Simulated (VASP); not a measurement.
Wanted: the native input for a VASP 6.6.1 run.

| Quantity | Value |
| --- | --- |
| Task | single point |
| Functional | LDA |
| Potentials or basis | VASP PAW LDA potentials, release 64 (Rb_sv, Br) |
| Cutoff | 520 eV |
| k mesh | 6 × 6 × 6 |
| Occupations | gaussian, width 0.05 eV |
| Spin | no spin polarisation |
| Dipole correction | no |
| Further INCAR settings | ALGO = Normal; EDIFF = 1e-07; NBANDS = 15 |

The structure of RbBr lies in POSCAR:

```
RbBr
1.0
    0.0000000000      3.4275000000      3.4275000000
    3.7274062500      0.0000000000      3.4275000000
    3.7274062500      3.4275000000      0.0000000000
Rb Br
1 1
Direct
    0.0000000000      0.0000000000      0.0000000000
    0.5000000000      0.5000000000      0.5000000000
```

This cell differs from its parent crystal: strain +0.0875 x Voigt [1, 0, 0, 0, 0, 0].

These files were run (other wordings do the same):

INCAR

```
SYSTEM = RbBr
PREC = Accurate
ENCUT = 520
EDIFF = 1E-7
ISMEAR = 0
SIGMA = 0.05
LREAL = .False.
LASPH = .True.
NELM = 100
ALGO = Normal
ISIF = 2
LWAVE = .False.
LCHARG = .True.
GGA = CA
LELF = .True.
LVHAR = .True.
NBANDS = 15
```

KPOINTS

```
Automatic mesh
0
Gamma
  6 6 6
  0 0 0
```

Potentials or basis: VASP PAW LDA potentials, release 64 (Rb_sv, Br).

Run with:

```console
$ cat potpaw_LDA.64/Rb_sv/POTCAR potpaw_LDA.64/Br/POTCAR > POTCAR
$ mpirun -np 1 vasp_std > vasp.out
```

Results of the run:

The pressure is -1.8 GPa and the band gap on the k mesh is 3.75 eV.

Caveat: the cell differs from its parent crystal (strain +0.0875 x Voigt [1, 0, 0, 0, 0, 0]).

Wall time 35 s on 1 thread of AMD EPYC 7R13, on a shared host, peak memory 0.17 GiB.
